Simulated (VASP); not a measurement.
WC: single point with r2SCAN

Crystal: WC.

```
CELL_PARAMETERS angstrom
2.93283 0.00000 0.00000
-1.46642 2.53991 0.00000
0.00000 0.00000 2.85246
ATOMIC_POSITIONS crystal
W 0.00000 0.00000 0.00000
C 0.66667 0.33333 0.50000
```

This cell differs from its parent crystal: volume scaled by 1.020.

```yaml
Program: VASP 6.6.1
Task: single point
Functional: r2SCAN
Potentials_or_basis: VASP PAW PBE potentials, release 64 (W_sv, C)
Cutoff: 520 eV
k_mesh: 14 × 14 × 12
Occupations: gaussian, width 0.05 eV
Spin: no spin polarisation
Dipole_correction: no
Further_INCAR_settings: ALGO = Normal; EDIFF = 1e-06; NBANDS = 16
```

- Pressure: -5.9 GPa
- Band gap on the k mesh: zero (band 9 reaches 11.39 eV, above the bottom of band 10 at 10.09 eV)

Stress tensor (GPa, compression positive):
```
-6.00  0.00  0.00
 0.00 -6.00  0.00
 0.00  0.00 -5.73
```

Levels at points of the mesh, in eV from the Fermi level:
```tsv
k point	band 7	band 8	band 9	band 10	band 11	band 12
(0.00, 0.00, 0.00)	-3.40	-3.40	0.13	3.31	3.31	5.84
(0.50, 0.00, 0.00)	-3.62	-3.58	-0.52	2.44	4.58	4.92
(0.00, 0.00, 0.50)	-2.06	-2.06	-0.54	-0.54	3.78	4.76
(0.50, 0.00, 0.50)	-4.38	-4.31	0.19	4.44	5.33	6.76
```

Wall time 3.1 min on 1 thread of AMD EPYC 7R13 Processor (Zen 3), with other jobs on the host, peak memory 0.16 GiB.

Caveat: the PAW data sets were made with another functional, which shifts forces and pressure a little; spin-orbit coupling is left out, which moves the levels of the heavy elements.
